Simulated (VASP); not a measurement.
Write the native input for VASP 6.6.1 that does the following.

```yaml
Task: single point
Functional: LDA
Potentials_or_basis: VASP PAW LDA potentials, release 64 (Ca_sv, Se)
Cutoff: 520 eV
k_mesh: 9 × 9 × 9
Occupations: fermi-dirac, width 0.03 eV
Spin: no spin polarisation
Dipole_correction: no
Further_INCAR_settings: ALGO = Normal; EDIFF = 1e-06; NBANDS = 15
```

The structure of CaSe lies in POSCAR:

```
CaSe
1.0
    0.0000000000      2.9702381052      2.9702381052
    2.9702381052      0.0000000000      2.9702381052
    2.9702381052      2.9702381052      0.0000000000
Ca Se
1 1
Direct
    0.0000000000      0.0000000000      0.0000000000
    0.5084168336      0.5084168336      0.4915831664
```

This cell differs from its parent crystal: atom 2 (Se) moved by [0.0, 0.0, 0.05] A.

The input as run:

INCAR

```
SYSTEM = CaSe
PREC = Accurate ; ENCUT = 520
EDIFF = 1E-6 ; ISMEAR = -1
SIGMA = 0.03 ; LREAL = .FALSE.
LASPH = .TRUE. ; NELM = 60
ALGO = Normal ; ISIF = 2
LWAVE = .FALSE. ; LCHARG = .FALSE.
NBANDS = 15
```

KPOINTS

```
Automatic mesh
0
G
  9 9 9
  0 0 0
```

Potentials or basis: VASP PAW LDA potentials, release 64 (Ca_sv, Se).

Launch:

```sh
$ cat potpaw_LDA.64/Ca_sv/POTCAR potpaw_LDA.64/Se/POTCAR > POTCAR
$ mpirun -np 1 vasp_std > vasp.out
```

It gave:

| Item | Value |
| --- | --- |
| Pressure | -3.5 GPa |
| Largest force | 0.131 eV/Å |
| Band gap on the k mesh | 1.94 eV (least direct gap 2.85 eV) |

Caveat: the cell differs from its parent crystal (atom 2 (Se) moved by [0.0, 0.0, 0.05] A); the cell stands under tension.

It took 19 s on 1 thread of Intel(R) Xeon(R) Platinum 8488C (Sapphire Rapids), on a shared host, peak memory 0.19 GiB.
